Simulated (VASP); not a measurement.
# AlNi3 (Fm-3m) in VASP: a series of runs

Runs on AlNi3. Level: PBE. Tasks: single point.

Everything below comes from runs of VASP 6.6.1. Logs are shortened: lines on timing, memory, paths and dates and some standing lists are left out, and cuts for length are marked.

### 1 The cell of the first run

The structure is cubic, space group Fm-3m (No. 225). The conventional cell has a = 5.993 Å, b = 5.993 Å, c = 5.993 Å, α = 90.00°, β = 90.00°, γ = 90.00°. Al (site symmetry m-3m) has 14 Ni at 2.60 to 3.00 Å within 3.4 Å. Within 3.4 Å of Ni (site symmetry -43m) lie 4 Al at 2.60 Å and 10 Ni at 2.60 to 3.00 Å. Within 3.4 Å of Ni (site symmetry m-3m) lie 8 Ni at 2.60 Å and 6 Al at 3.00 Å.

### 2 Single point, PBE, collinear spin, ferromagnetic start (13.46 Å³/atom)

Contents of INCAR:

```
SYSTEM = AlNi3
PREC = Accurate
ENCUT = 520
EDIFF = 1E-7
ISMEAR = 0
SIGMA = 0.15
LREAL = .FALSE.
LASPH = .TRUE.
NELM = 150
ALGO = Fast
ISIF = 2
LWAVE = .FALSE.
LCHARG = .TRUE.
ISPIN = 2
MAGMOM = 0 0.25 0.25 0.25
LORBIT = 11
NUPDOWN = 0.75
LMAXMIX = 4
GGA = PE
LELF = .TRUE.
LVHAR = .TRUE.
NBANDS = 28
```

Contents of KPOINTS:

```
Automatic mesh
0
G
  14 14 14
  0 0 0
```

Contents of POSCAR:

```
AlNi3
1.0
    0.0000000000      2.9967371934      2.9967371934
    2.9967371934      0.0000000000      2.9967371934
    2.9967371934      2.9967371934      0.0000000000
Al Ni
1 3
Direct
    0.5000000000      0.5000000000      0.5000000000
    0.2500000000      0.2500000000      0.2500000000
    0.0000000000      0.0000000000      0.0000000000
    0.7500000000      0.7500000000      0.7500000000
```

Potentials or basis: VASP PAW PBE potentials, release 64 (Al, Ni).

Started as:

```sh
cat potpaw_PBE.64/Al/POTCAR potpaw_PBE.64/Ni/POTCAR > POTCAR
mpirun -np 1 vasp_std > vasp.out
```

OUTCAR:

```text
SYSTEM = AlNi3
   PREC = Accurate
   ENCUT = 520
   EDIFF = 1E-7
   ISMEAR = 0
   LREAL = .FALSE.
   LASPH = .TRUE.
   NELM = 150
   ISIF = 2
   ISPIN = 2
   LORBIT = 11
   NUPDOWN = 0.75
   GGA = PE

 ion  position               nearest neighbor table
   1  0.500  0.500  0.500-   2 2.60   2 2.60   2 2.60   2 2.60   4 2.60   4 2.60   4 2.60   4 2.60
                             3 3.00   3 3.00   3 3.00   3 3.00   3 3.00   3 3.00
   2  0.250  0.250  0.250-   3 2.60   3 2.60   3 2.60   1 2.60   3 2.60   1 2.60   1 2.60   1 2.60
                             4 3.00   4 3.00   4 3.00   4 3.00   4 3.00   4 3.00
   3  0.000  0.000  0.000-   4 2.60   4 2.60   4 2.60   2 2.60   4 2.60   2 2.60   2 2.60   2 2.60
                             1 3.00   1 3.00   1 3.00   1 3.00   1 3.00   1 3.00
   4  0.750  0.750  0.750-   1 2.60   1 2.60   1 2.60   1 2.60   3 2.60   3 2.60   3 2.60   3 2.60
                             2 3.00   2 3.00   2 3.00   2 3.00   2 3.00   2 3.00

  LATTYP: Found a face centered cubic cell.
 ALAT       =     5.9934743868

  Lattice vectors:

 A1 = (   0.0000000000,   2.9967371934,   2.9967371934)
 A2 = (   2.9967371934,   0.0000000000,   2.9967371934)
 A3 = (   2.9967371934,   2.9967371934,   0.0000000000)

Analysis of symmetry for initial positions (statically):
=====================================================================
 Subroutine PRICEL returns:
 Original cell was already a primitive cell.

 Routine SETGRP: Setting up the symmetry group for a
 face centered cubic supercell.

 Subroutine GETGRP returns: Found 48 space group operations
 (whereof 48 operations were pure point group operations)
 out of a pool of 48 trial point group operations.

The static configuration has the point symmetry O_h .

Analysis of symmetry for dynamics (positions and initial velocities):
=====================================================================
 Subroutine PRICEL returns:
 Original cell was already a primitive cell.

 Routine SETGRP: Setting up the symmetry group for a
 face centered cubic supercell.

 Subroutine GETGRP returns: Found 48 space group operations
 (whereof 48 operations were pure point group operations)
 out of a pool of 48 trial point group operations.

The dynamic configuration has the point symmetry O_h .

Analysis of structural, dynamic, and magnetic symmetry:
=====================================================================
 Subroutine PRICEL returns:
 Original cell was already a primitive cell.

 Routine SETGRP: Setting up the symmetry group for a
 face centered cubic supercell.

[... 137 lines left out ...]
   LEPSILON=     F    determine dielectric tensor
   LRPA    =     F    only Hartree local field effects (RPA)
 spin polarized calculation
 RMM-DIIS sequential band-by-band and
 Gauss-broadening in eV      SIGMA  =   0.15
  energy-cutoff  :      520.00
  volume of cell :       53.82
 maximum number of plane-waves:      1464
   NGX = 15   NGY = 15   NGZ = 15

 number of electron      33.0000009 magnetization       0.7500001

 Free energy of the ion-electron system (eV)
  ---------------------------------------------------
  ext. energy  EPLUGINS =         0.00000000
  ---------------------------------------------------
  free energy    TOTEN  =       -21.08081483 eV

  energy without entropy =      -21.03187510  energy(sigma->0) =      -21.05634496

 E-fermi :   7.3549     XC(G=0): -11.7662

 val. band max:        7.5064102565   @ k =   0.4286   0.2857   0.0000
 cond. band min:       7.3576703499   @ k =  -0.3571   0.4286   0.1429
 fundamental gap:     -0.1487399065
 Fermi energy:         7.5103541543

 spin component 1

 k-point     1 :       0.0000    0.0000    0.0000
  band No.  band energies     occupation
      1      -1.4539      1.00000
      2       4.6515      1.00000
      3       4.6515      1.00000
      4       4.6716      1.00000
      5       4.6716      1.00000
      6       4.6716      1.00000
[... 733 lines left out ...]
     27      19.4802      0.00000
     28      19.8141      0.00000

 [... further k-points ...]

 spin component 2

 k-point     1 :       0.0000    0.0000    0.0000
  band No.  band energies     occupation
      1      -1.4475      1.00000
      2       4.8122      1.00000
      3       4.8122      1.00000
      4       4.8122      1.00000
      5       4.8178      1.00000
      6       4.8178      1.00000
[... 733 lines left out ...]
     27      19.5227      0.00000
     28      19.8487      0.00000

 [... further k-points ...]

------------------------ aborting loop because EDIFF is reached ----------------------------------------

  FORCE on cell =-STRESS in cart. coord.  units (eV):
  Direction    XX          YY          ZZ          XY          YZ          ZX
  --------------------------------------------------------------------------------------
  -------------------------------------------------------------------------------------
  Total       -6.6093257     -6.6093257     -6.6093257      0.0000000     -0.0000000     -0.0000000
  in kB     -196.7395908   -196.7395908   -196.7395908      0.0000000     -0.0000000     -0.0000000
  external PRESSURE =    -196.7395908 kB  Pullay stress =       0.0000000 kB

 VOLUME and BASIS-vectors are now :
 -----------------------------------------------------------------------------
  energy-cutoff  :      520.00
  volume of cell :       53.82
      direct lattice vectors                 reciprocal lattice vectors
     0.000000000  2.996737193  2.996737193    -0.166848131  0.166848131  0.166848131
     2.996737193  0.000000000  2.996737193     0.166848131 -0.166848131  0.166848131
     2.996737193  2.996737193  0.000000000     0.166848131  0.166848131 -0.166848131

 POSITION                                       TOTAL-FORCE (eV/Angst)
 -----------------------------------------------------------------------------------
      2.99674      2.99674      2.99674        -0.000000     -0.000000     -0.000000
      1.49837      1.49837      1.49837        -0.000000      0.000000     -0.000000
      0.00000      0.00000      0.00000        -0.000000     -0.000000     -0.000000
      4.49511      4.49511      4.49511         0.000000      0.000000      0.000000
 -----------------------------------------------------------------------------------
    total drift:                               -0.000000     -0.000000      0.000000

  FREE ENERGIE OF THE ION-ELECTRON SYSTEM (eV)
  ---------------------------------------------------
  free  energy   TOTEN  =       -21.0808148272 eV

  energy  without entropy=      -21.0318750951  energy(sigma->0) =      -21.05634496

 total charge

# of ion       s       p       d       tot
------------------------------------------
    1        0.390   0.340   0.000   0.730
    2        0.412   0.374   8.361   9.147
    3        0.414   0.357   8.317   9.087
    4        0.412   0.374   8.361   9.147
--------------------------------------------------
tot          1.627   1.445  25.040  28.112

 magnetization (x)

# of ion       s       p       d       tot
------------------------------------------
    1       -0.001   0.001   0.000  -0.000
    2        0.002  -0.001   0.204   0.206
    3        0.002   0.000   0.347   0.350
    4        0.002  -0.001   0.204   0.206
--------------------------------------------------
tot          0.005  -0.000   0.756   0.761
```

OSZICAR:

```text
N       E                     dE             d eps       ncg     rms          rms(c)
DAV:   1     0.190476369857E+03    0.19048E+03   -0.13679E+04 11768   0.143E+03
DAV:   2    -0.131405075437E+02   -0.20362E+03   -0.18920E+03 11708   0.282E+02
DAV:   3    -0.240767824877E+02   -0.10936E+02   -0.10160E+02 12908   0.834E+01
DAV:   4    -0.242783917056E+02   -0.20161E+00   -0.20115E+00 13336   0.105E+01
DAV:   5    -0.242862252836E+02   -0.78336E-02   -0.78326E-02 13692   0.184E+00    0.160E+01
RMM:   6    -0.258583437749E+02   -0.15721E+01   -0.31984E+01 13040   0.571E+01    0.216E+01
RMM:   7    -0.211462749413E+02    0.47121E+01   -0.90884E+00 12240   0.310E+01    0.420E+00
RMM:   8    -0.214548708602E+02   -0.30860E+00   -0.40694E-01 12587   0.583E+00    0.766E+00
RMM:   9    -0.210884824523E+02    0.36639E+00   -0.17928E-01 12731   0.428E+00    0.755E-01
RMM:  10    -0.210825709348E+02    0.59115E-02   -0.13985E-02 12622   0.864E-01    0.543E-01
RMM:  11    -0.210812712461E+02    0.12997E-02   -0.34784E-03 14327   0.378E-01    0.256E-01
RMM:  12    -0.210808047815E+02    0.46646E-03   -0.98736E-04 14907   0.200E-01    0.946E-02
RMM:  13    -0.210808083839E+02   -0.36024E-05   -0.26397E-04 16561   0.103E-01    0.345E-02
RMM:  14    -0.210808147333E+02   -0.63494E-05   -0.49385E-05 16289   0.372E-02    0.153E-02
RMM:  15    -0.210808149040E+02   -0.17068E-06   -0.62445E-06 16659   0.135E-02    0.689E-03
RMM:  16    -0.210808147365E+02    0.16751E-06   -0.87066E-07 13848   0.500E-03    0.275E-03
RMM:  17    -0.210808148272E+02   -0.90654E-07   -0.11875E-07  8244   0.242E-03
   1 F= -.21080815E+02 E0= -.21056345E+02  d E =-.489397E-01  mag=     0.7500
```

stdout:

```text
POSCAR found type information on POSCAR AlNi
 POSCAR found :  2 types and       4 ions
 scaLAPACK will be used
 LDA part: xc-table for (Slater+PW92), standard interpolation
 POSCAR, INCAR and KPOINTS ok, starting setup
 FFT: planning ... GRIDC
 FFT: planning ... GRID_SOFT
 FFT: planning ... GRID
 WAVECAR not read
 entering main loop
WARNING in EDDRMM: call to ZHEGV failed, returncode =   6  3     28
```

Wall time 2.5 min (1 thread of AMD EPYC 9R45 (Zen 5), shared host); peak memory 0.33 GiB.

Results:

```yaml
Free_energy: -21.0808 eV
Pressure: -19.7 GPa
Net_moment: 0.75 μB per cell
Site_moments: Al -0.00; Ni +0.21, +0.35 (each value once) μB
Valence_electrons_inside_the_program's_atomic_spheres: Al 0.73; Ni 9.15, 9.09 (each value once)
```

Caveat: the cell stands under tension; the total moment is fixed, so each spin has its own Fermi level and the state may be an excited one.

### 3 Single point, PBE, collinear spin, ferromagnetic start (13.46 Å³/atom)

Contents of INCAR:

```
PREC = Accurate
ENCUT = 520
EDIFF = 1E-7
ISMEAR = 0
SIGMA = 0.15
LREAL = False
LASPH = True
NELM = 150
ALGO = Normal
ISIF = 2
LWAVE = False
LCHARG = False
ISPIN = 2
MAGMOM = 0 1 1 1
LORBIT = 11
NUPDOWN = 3.0
LMAXMIX = 4
GGA = PE
NBANDS = 28
```

Contents of KPOINTS:

```
Automatic mesh
0
Gamma
  14 14 14
```

POSCAR is that of step 2.

Potentials or basis: VASP PAW PBE potentials, release 64 (Al, Ni).

Started as:

```sh
cat potpaw_PBE.64/Al/POTCAR potpaw_PBE.64/Ni/POTCAR > POTCAR
mpirun -np 1 vasp_std > vasp.out
```

Wall time 2.2 min (1 thread of AMD EPYC 9R45 (Zen 5), shared host); peak memory 0.33 GiB.

The run converged. Its results:

| Item | Value |
| --- | --- |
| Free energy | -20.3890 eV |
| Pressure | -15.7 GPa |
| Net moment | 3.00 μB per cell |
| Site moments | Al +0.04; Ni +0.88, +1.01 (each value once) μB |
| Valence electrons inside the program's atomic spheres | Al 0.74; Ni 9.12, 9.04 (each value once) |

Caveat: the cell stands under tension; the total moment is fixed, so each spin has its own Fermi level and the state may be an excited one.

(Continued in part 2 of 3.)
